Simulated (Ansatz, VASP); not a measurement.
Two plane-wave programs on HfC

```xyz
4
Lattice="3.3259 0.0000 0.0000 -1.6630 2.8803 0.0000 0.0000 0.0000 5.2416" Properties=species:S:1:pos:R:3 pbc="T T T"
Hf    0.0000    1.9202    1.3104
Hf    1.6630    0.9601    3.9312
C     0.0000    0.0000    0.0000
C     0.0000    0.0000    2.6208
```

Change from the starting cell: the structure that the rattled cell fell into.

Alike in both runs: functional PBE; k mesh 18 × 18 × 10; occupations gaussian, width 0.1 eV; no spin polarisation.

Ansatz relaxed the structure, and its values are those at the end. VASP's run is a single point on that final structure, the one shown.

|  | VASP | Ansatz |
| --- | --- | --- |
| version | VASP 6.6.1 | Ansatz 0.2.0 |
| potentials or method | VASP PAW PBE potentials, release 64 (Hf_pv, C), cutoff 520 eV | scalar-relativistic, plane waves, PAW |
| valence electrons in the cell | 28 | 60 |

Ansatz gave:

```
gap on the k mesh at the Fermi level (eV) : none
pressure (GPa)                            : 0.0
```

Question: Estimate VASP's values.

Answer: gap on the k mesh at the Fermi level (eV): none; pressure (GPa): -0.7.

A gap of «none» marks a metal or a gap that the smearing closes. VASP's potentials hold 28 valence electrons a cell and Ansatz's 60, so a difference there can come from the potentials and not from the codes.

Spin-orbit coupling is off throughout.
